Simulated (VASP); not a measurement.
# H3CCl in VASP: further runs, part 2 of 2

VASP 6.6.1.

## (3) Single point, PBE+D3(BJ)

This run uses another cell than the first one, of 9.20 Å³/atom.

File INCAR:

```
  ALGO = Normal
  EDIFF = 1E-7
  ENCUT = 520
  GGA = PE
  ISIF = 2
  ISMEAR = -1
  IVDW = 12
  LASPH = T
  LCHARG = F
  LREAL = Auto
  LWAVE = F
  NBANDS = 82
  NELM = 80
  PREC = Accurate
  SIGMA = 0.05
```

File KPOINTS:

```
k-points
0
Gamma
  1 1 1
```

File POSCAR:

```
H3CCl
1.0
    7.5989080000      0.0000000000      0.0000000000
    0.0000000000      6.8026990000      0.0000000000
    0.0000000000      0.0000000000      7.1156030000
C Cl H
8 8 24
Direct
    0.9025770545      0.8942774037      0.9023831150
    0.5844918770      0.4488071573      0.7249701817
    0.5120340975      0.9436548640      0.7217519021
    0.6446452569      0.2675996689      0.1116560325
    0.3304158966      0.6115513857      0.2118724162
    1.0555200826      0.2856807276      0.0337146409
    0.3094128788      0.0675614194      0.2870030832
   -0.0180289063      0.7405296045      0.5291048419
    0.9048536974      0.8010497010      1.1278032234
    0.3667369048      0.5189851851      0.6856059845
    0.3170192349      1.0417923827      0.8009019053
    0.6728071981      0.3432020144      0.3437937726
    0.4952553709      0.7274759621      0.0847995595
    1.0080395762      0.3523454441     -0.1890212256
    0.1409018243      0.1780910783      0.4218054324
   -0.2047136246      0.8719921314      0.4785820682
    0.8120508894      1.0202715128      0.9008653237
    1.0361225587      0.9403179532      0.8644945481
    0.8658349331      0.7886869609      0.7979225373
    0.6470929770      0.5370368438      0.6183312925
    0.6347885775      0.4829112680      0.8630891858
    0.6066661157      0.2951181582      0.6952608233
    0.6054159361      1.0170522024      0.8036142545
    0.4968477050      0.7998295970      0.7584178038
    0.5153898429      0.9561793047      0.5733315926
    0.5093758208      0.2961030614      0.0837033769
    0.7388693217      0.3543887507      0.0282337280
    0.6717149359      0.1038117371      0.0990218257
    0.1938041624      0.6428771874      0.1454268879
    0.3435230430      0.4534376723      0.1806874273
    0.3449442999      0.6419510844      0.3634688445
    0.9860100951      0.1496464859      0.0566501532
    1.2069497354      0.2551193284      0.0195064283
    0.9880235423      0.4017964046      0.1234048611
    0.3349691824      0.1563791078      0.1674910756
    0.4273771968      0.0533023731      0.3774803063
    0.2473644897     -0.0647684103      0.2503652888
    0.0823144589      0.8290532919      0.5954098339
   -0.0451907037      0.6241493266      0.6253018894
    0.0454933788      0.6699546753      0.3953705680
```

Potentials or basis: VASP PAW PBE potentials, release 64 (C, Cl, H).

Run with:

```bash
> cat potpaw_PBE.64/C/POTCAR potpaw_PBE.64/Cl/POTCAR potpaw_PBE.64/H/POTCAR > POTCAR
> mpirun -np 1 vasp_gam > vasp.out
```

OUTCAR:

```text
EDIFF = 1E-7
   ENCUT = 520
   GGA = PE
   ISIF = 2
   ISMEAR = -1
   IVDW = 12
   LASPH = T
   LREAL = Auto
   NELM = 80
   PREC = Accurate
 IVDW          = 12

 ion  position               nearest neighbor table
   1  0.903  0.894  0.902-  19 1.07  18 1.10  17 1.10   9 1.72
   2  0.584  0.449  0.725-  20 1.08  21 1.08  22 1.08  10 1.74
   3  0.512  0.944  0.722-  24 1.02  23 1.05  25 1.06  11 1.72
   4  0.645  0.268  0.112-  26 1.06  27 1.10  28 1.14  12 1.74
   5  0.330  0.612  0.212-  30 1.10  31 1.10  29 1.16  13 1.73
   6  0.056  0.286  0.034-  32 1.08  34 1.14  33 1.17  14 1.69
   7  0.309  0.068  0.287-  37 1.05  35 1.06  36 1.11  15 1.77
   8  0.982  0.741  0.529-  39 1.07  38 1.08  40 1.17  16 1.72
   9  0.905  0.801  0.128-   1 1.72
  10  0.367  0.519  0.686-   2 1.74
  11  0.317  0.042  0.801-   3 1.72
  12  0.673  0.343  0.344-   4 1.74
  13  0.495  0.727  0.085-   5 1.73
  14  0.008  0.352  0.811-   6 1.69
[... 24 lines left out ...]
  39  0.955  0.624  0.625-   8 1.07
  40  0.045  0.670  0.395-   8 1.17

  LATTYP: Found a simple orthorhombic cell.
 ALAT       =     6.8026990000
 B/A-ratio  =     1.0459970374
 C/A-ratio  =     1.1170431030

  Lattice vectors:

 A1 = (   0.0000000000,   6.8026990000,   0.0000000000)
 A2 = (   0.0000000000,   0.0000000000,   7.1156030000)
 A3 = (   7.5989080000,   0.0000000000,   0.0000000000)

Analysis of symmetry for initial positions (statically):
=====================================================================
 Subroutine PRICEL returns:
 Original cell was already a primitive cell.

 Routine SETGRP: Setting up the symmetry group for a
 simple orthorhombic supercell.

 Subroutine GETGRP returns: Found  1 space group operations
 (whereof  1 operations were pure point group operations)
 out of a pool of  8 trial point group operations.

The static configuration has the point symmetry C_1 .

Analysis of symmetry for dynamics (positions and initial velocities):
=====================================================================
 Subroutine PRICEL returns:
[... 186 lines left out ...]
   GGA     = PE    functional components
   LHFCALC =     F    Hartree Fock is set to
   AEXX    =    0.0000 exact exchange contribution
   IVDW    =    12    specifies the selected vdW correction
   LEPSILON=     F    determine dielectric tensor
   LRPA    =     F    only Hartree local field effects (RPA)
 non-spin polarized calculation
  energy-cutoff  :      520.00
  volume of cell :      367.83
 maximum number of plane-waves:      4950
 NGX is ok and might be reduce to    60
   NGX = 29   NGY = 25   NGZ = 27

 number of electron     111.9999997 magnetization

 Free energy of the ion-electron system (eV)
  ---------------------------------------------------
  ext. energy  EPLUGINS =         0.00000000
  ---------------------------------------------------
  free energy    TOTEN  =      -173.23597450 eV

  energy without entropy =     -173.23597450  energy(sigma->0) =     -173.23597450

 E-fermi :   1.6733     XC(G=0):  -8.8058

 val. band max:        0.4468578073   @ k =   0.0000   0.0000   0.0000
 cond. band min:       5.8873136406   @ k =   0.0000   0.0000   0.0000
 fundamental gap:      5.4404558333
 Fermi energy:         1.6733315741

 k-point     1 :       0.0000    0.0000    0.0000
  band No.  band energies     occupation
      1     -15.8860      2.00000
      2     -15.4896      2.00000
      3     -15.3826      2.00000
      4     -15.2247      2.00000
      5     -15.0017      2.00000
      6     -14.9080      2.00000
[... 60 lines left out ...]
     67       7.9542      0.00000
     68       8.1281      0.00000
 [bands above 68 left out]

------------------------ aborting loop because EDIFF is reached ----------------------------------------

 Edisp (eV)   -3.72180

 E8    (eV) :    -1.0182

  FORCE on cell =-STRESS in cart. coord.  units (eV):
  Direction    XX          YY          ZZ          XY          YZ          ZX
  --------------------------------------------------------------------------------------
  -------------------------------------------------------------------------------------
  Total      16.28968    19.94462    29.12158     0.64809    -3.82006    -0.33451
  in kB      70.95434    86.87446   126.84733     2.82294   -16.63936    -1.45704
  external pressure =       94.89 kB  Pullay stress =        0.00 kB

 VOLUME and BASIS-vectors are now :
 -----------------------------------------------------------------------------
  energy-cutoff  :      520.00
  volume of cell :      367.83
      direct lattice vectors                 reciprocal lattice vectors
     7.598908000  0.000000000  0.000000000     0.131597856  0.000000000  0.000000000
     0.000000000  6.802699000  0.000000000     0.000000000  0.147000477  0.000000000
     0.000000000  0.000000000  7.115603000     0.000000000  0.000000000  0.140536227

 POSITION                                       TOTAL-FORCE (eV/Angst)
 -----------------------------------------------------------------------------------
      6.85860      6.08350      6.42100         0.287090      0.828631     -0.781146
      4.44150      3.05310      5.15860         0.368818      0.099706     -0.776235
      3.89090      6.41940      5.13570        -1.201071      1.240958     -0.281854
      4.89860      1.82040      0.79450         1.356245     -1.256447      0.041701
      2.51080      4.16020      1.50760        -1.586348     -1.010980     -0.793967
      0.42189      1.94340      0.23990         0.928579      0.354800      1.200898
[... 32 lines left out ...]
      7.25551      4.24590      4.44940        -0.408487     -0.735234      0.307299
      0.34570      4.55750      2.81330        -0.983522      0.822038      1.538940
 -----------------------------------------------------------------------------------
    total drift:                                0.014188     -0.003366     -0.010391

  FREE ENERGIE OF THE ION-ELECTRON SYSTEM (eV)
  ---------------------------------------------------
  free  energy   TOTEN  =      -176.9577738894 eV

  energy  without entropy=     -176.9577738893  energy(sigma->0) =     -176.95777389
```

OSZICAR:

```text
N       E                     dE             d eps       ncg     rms          rms(c)
DAV:   1     0.887923158167E+03    0.88792E+03   -0.58791E+04   164   0.128E+03
DAV:   2    -0.816829670443E+02   -0.96961E+03   -0.91245E+03   206   0.277E+02
DAV:   3    -0.185817625405E+03   -0.10413E+03   -0.10252E+03   216   0.915E+01
DAV:   4    -0.188407136869E+03   -0.25895E+01   -0.25788E+01   200   0.161E+01
DAV:   5    -0.188460314806E+03   -0.53178E-01   -0.53138E-01   200   0.253E+00    0.384E+01
DAV:   6    -0.174696770961E+03    0.13764E+02   -0.19248E+01   184   0.170E+01    0.168E+01
DAV:   7    -0.173531335932E+03    0.11654E+01   -0.11083E+01   200   0.104E+01    0.916E+00
DAV:   8    -0.173246726590E+03    0.28461E+00   -0.59302E-01   200   0.259E+00    0.478E+00
DAV:   9    -0.173231412750E+03    0.15314E-01   -0.16190E-01   200   0.131E+00    0.102E+00
DAV:  10    -0.173233837870E+03   -0.24251E-02   -0.10743E-02   208   0.342E-01    0.441E-01
DAV:  11    -0.173235466765E+03   -0.16289E-02   -0.33915E-03   184   0.208E-01    0.110E-01
DAV:  12    -0.173235920179E+03   -0.45341E-03   -0.70508E-04   200   0.935E-02    0.575E-02
DAV:  13    -0.173235956478E+03   -0.36298E-04   -0.48914E-05   200   0.238E-02    0.403E-02
DAV:  14    -0.173235968802E+03   -0.12324E-04   -0.14057E-05   192   0.126E-02    0.106E-02
DAV:  15    -0.173235973759E+03   -0.49577E-05   -0.60149E-06   184   0.880E-03    0.420E-03
DAV:  16    -0.173235974320E+03   -0.56035E-06   -0.43969E-07   216   0.240E-03    0.159E-03
DAV:  17    -0.173235974439E+03   -0.11963E-06   -0.70105E-08   128   0.111E-03    0.787E-04
DAV:  18    -0.173235974499E+03   -0.59825E-07   -0.25097E-08   128   0.622E-04
   1 F= -.17695777E+03 E0= -.17695777E+03  d E =-.604665E-10
```

It took 62 s on 1 thread of Intel Xeon Platinum 8559C (Emerald Rapids), shared host; peak memory 0.43 GiB.

Results:

| Quantity | Value |
| --- | --- |
| Free energy | -176.9578 eV |
| Pressure | 9.5 GPa |
| Largest force | 3.173 eV/Å |
| Band gap on the k mesh | 5.44 eV |
| Dispersion energy per atom | -0.093 eV |

Forces in eV/Å, atoms in the order of the input:
```
C    0.287  0.829 -0.781
C    0.369  0.100 -0.776
C   -1.201  1.241 -0.282
C    1.356 -1.256  0.042
C   -1.586 -1.011 -0.794
C    0.929  0.355  1.201
C    0.102  0.349  1.907
C    2.001 -1.376 -2.043
Cl   0.004 -0.896 -0.280
Cl  -0.651 -0.433  0.541
Cl  -1.227  0.724  0.447
Cl   0.336  0.015  0.551
Cl   0.325  0.304  0.322
Cl  -1.231  0.832 -2.628
Cl  -0.145  0.736 -0.007
Cl  -0.161  0.417  0.745
H    0.374 -0.212 -0.207
H   -0.132  0.145  0.040
H   -0.665 -0.620  0.087
H    1.000  0.106 -0.087
H   -0.277  0.356  0.142
H   -0.249 -0.292 -0.033
H    1.564  0.638  0.239
H    0.290 -2.630  0.464
H    0.253  0.434 -0.742
H   -0.507  0.238 -0.802
H   -0.499 -0.365  0.102
H   -0.241  1.245  0.219
H    1.460  0.347  0.906
H    0.096  0.475  0.581
H   -0.243 -0.094 -0.578
H    0.268 -0.229  0.492
H   -2.224  0.869  1.074
H    1.597 -0.895 -0.164
H    0.271  0.184 -0.532
H   -0.483 -0.067 -0.606
H    0.001 -1.229 -0.585
H    0.235  0.579 -0.021
H   -0.408 -0.735  0.307
H   -0.984  0.822  1.539
```

Stress tensor (GPa, compression positive):
```
 7.10  0.28 -0.15
 0.28  8.69 -1.66
-0.15 -1.66 12.68
```

Levels at points of the mesh, in eV from the valence-band top:
```csv
k point,band 52,band 53,band 54,band 55,band 56,band 57,band 58,band 59,band 60,band 61
"(0.00, 0.00, 0.00)",-0.56,-0.39,-0.27,-0.15,0.00,5.44,5.62,6.03,6.08,6.32
```

Caveat: the k points lie up to 0.92 Å⁻¹ apart; the atoms stand as in a frame of molecular dynamics.

## (4) Single point, PBE+D3(BJ)

This run uses another cell than the first one, of 11.34 Å³/atom.

File INCAR:

```
SYSTEM = H3CCl
PREC = Accurate
ENCUT = 520
EDIFF = 1E-7
ISMEAR = -1
SIGMA = 0.05
LREAL = Auto
LASPH = .True.
NELM = 80
ALGO = Normal
ISIF = 2
LWAVE = .False.
LCHARG = .False.
GGA = PE
IVDW = 12
NBANDS = 82
```

File KPOINTS:

```
regular mesh
0
Gamma
  1 1 1
  0 0 0
```

File POSCAR:

```
H3CCl
1.0
    7.4832050000      0.0000000000      0.0000000000
    0.0000000000      7.4205920000      0.0000000000
    0.0000000000      0.0000000000      8.1653220000
C Cl H
8 8 24
Direct
    0.8814672323      0.8428707575      0.9386892519
    0.5735644019      0.4176890469      0.7112762975
    0.4322212207      0.9789111165      0.6690366896
    0.6034713736      0.1948227311      0.1142637118
    0.4338916280      0.6229152607      0.2318585844
    0.9897764394      0.3910469677      0.0071644450
    0.2541958960      0.1409186760      0.2848387363
   -0.0100491701      0.6150991727      0.4343490679
    0.8942425071      0.8158378739      1.1436903529
    0.3823762679      0.5577587341      0.7111048407
    0.2858000015      1.1060573065      0.7845740805
    0.7009563416      0.2629844088      0.2967549841
    0.4622083719      0.7172473571      0.0372673607
    0.9814778561      0.4032427601     -0.2018781378
    0.1027367284      0.2285531936      0.4179014618
   -0.0897342783      0.8433558940      0.4957550970
    0.8088646509      0.9663784237      0.9081699411
    1.0079771969      0.8226028328      0.8721762596
    0.8010337816      0.7304942786      0.8904731497
    0.6802165650      0.4873196101      0.6353454279
    0.6440823150      0.3794441198      0.8234090462
    0.5619383673      0.2878207022      0.6512664167
    0.5727358799      1.0162531507      0.6937142222
    0.4150227075      0.8328446032      0.6988211855
    0.3982785451      1.0087335350      0.5418034953
    0.4953091623      0.3051373799      0.0912027719
    0.6960252993      0.2008869373      0.0137042973
    0.5331138195      0.0784304002      0.1440849485
    0.3133550397      0.6837594629      0.2876555266
    0.3963809624      0.4888423996      0.2290540410
    0.5532522495      0.6652838480      0.3114880222
    0.9924090012      0.2505730001      0.0365202989
    1.1073062946      0.4472015171      0.0789068698
    0.8617697898      0.4281733856      0.0471383737
    0.2536212759      0.1964129007      0.1621613942
    0.3838996793      0.1509313543      0.3403295057
    0.2020390996      0.0046896528      0.2876555266
    0.1303719462      0.6263381682      0.4273683267
   -0.0414528267      0.5130318444      0.5184853702
   -0.0589987846      0.6230634968      0.3081568614
```

Run with:

```bash
> cat potpaw_PBE.64/C/POTCAR potpaw_PBE.64/Cl/POTCAR potpaw_PBE.64/H/POTCAR > POTCAR
> mpirun -np 1 vasp_gam > vasp.out
```

Run time: 67 s. Hardware: 1 thread of Intel Xeon Platinum 8559C (Emerald Rapids), shared host; peak memory 0.42 GiB.

Results (log left out):

```yaml
Free_energy: -178.5427 eV
Pressure: 4.5 GPa
Largest_force: 3.884 eV/Å
Band_gap_on_the_k_mesh: 5.28 eV
Dispersion_energy_per_atom: -0.073 eV
```

Forces in eV/Å, atoms in the order of the input:
```
C   -0.602 -0.877 -2.713
C    2.089  0.503 -1.420
C    0.700 -0.674 -0.190
C   -1.838  3.410 -0.284
C    0.516  3.283  1.926
C    1.418 -0.853  1.436
C   -0.150 -1.274 -0.063
C   -0.404  2.317 -0.998
Cl   0.240  0.948  1.146
Cl   0.205 -1.445 -0.229
Cl  -0.482  0.514  0.914
Cl   0.677  0.224  1.029
Cl  -0.099 -0.038 -0.018
Cl   0.608  0.503 -1.421
Cl  -1.175  1.604  1.071
Cl   0.243 -0.832  0.773
H    0.393  0.102 -0.109
H    0.100  0.671  0.364
H   -0.210  0.203 -0.028
H   -0.863 -0.202  0.632
H   -0.791  0.789  0.657
H   -0.987 -0.209 -0.455
H   -0.258 -0.023 -0.045
H    0.145  0.776 -0.324
H    0.210 -0.307 -0.121
H    1.299 -1.379 -0.209
H    0.361 -0.559 -0.311
H   -0.454 -1.956 -0.479
H    0.393  0.341 -0.162
H    0.268 -2.352 -0.238
H   -1.110 -0.964 -0.789
H    0.246 -1.039  0.181
H   -0.995  0.297 -1.142
H   -1.032  1.212  1.001
H   -0.237  0.169 -0.268
H    0.708  0.028  0.105
H    0.690 -0.747 -0.821
H    1.300  0.164  0.269
H   -0.950 -0.784  0.740
H   -0.170 -1.543  0.593
```

Stress tensor (GPa, compression positive):
```
 3.03  0.14 -0.86
 0.14  4.44  0.56
-0.86  0.56  6.17
```

Levels at points of the mesh, in eV from the valence-band top:
| k point | band 54 | band 55 | band 56 | band 57 | band 58 | band 59 |
| --- | --- | --- | --- | --- | --- | --- |
| (0.00, 0.00, 0.00) | -0.15 | -0.13 | 0.00 | 5.28 | 5.63 | 5.75 |

Caveat: the k points lie up to 0.85 Å⁻¹ apart; the atoms stand as in a frame of molecular dynamics.

## (5) The runs side by side

```csv
cell,gap on the mesh (eV),pressure (GPa),largest force (eV/Å)
"a = 7.551, b = 6.084, c = 7.299 Å, 40 atoms, atomic positions A",4.76,11.1,2.71
"a = 7.599, b = 6.803, c = 7.116 Å, 40 atoms, atomic positions B",5.44,9.5,3.17
"a = 7.483, b = 7.421, c = 8.165 Å, 40 atoms, atomic positions C",5.28,4.5,3.88
```

Alike in all rows: task single point; level PBE+D3(BJ); potentials or basis VASP PAW PBE potentials, release 64 (C, Cl, H); no spin polarisation; k mesh 1 × 1 × 1; cutoff (eV) 520; smearing fermi-dirac 0.05 eV.

Caveats: all runs use coarse meshes; the atoms stand as in a frame of molecular dynamics.

Absolute energies hang on the potentials; compare differences alone.
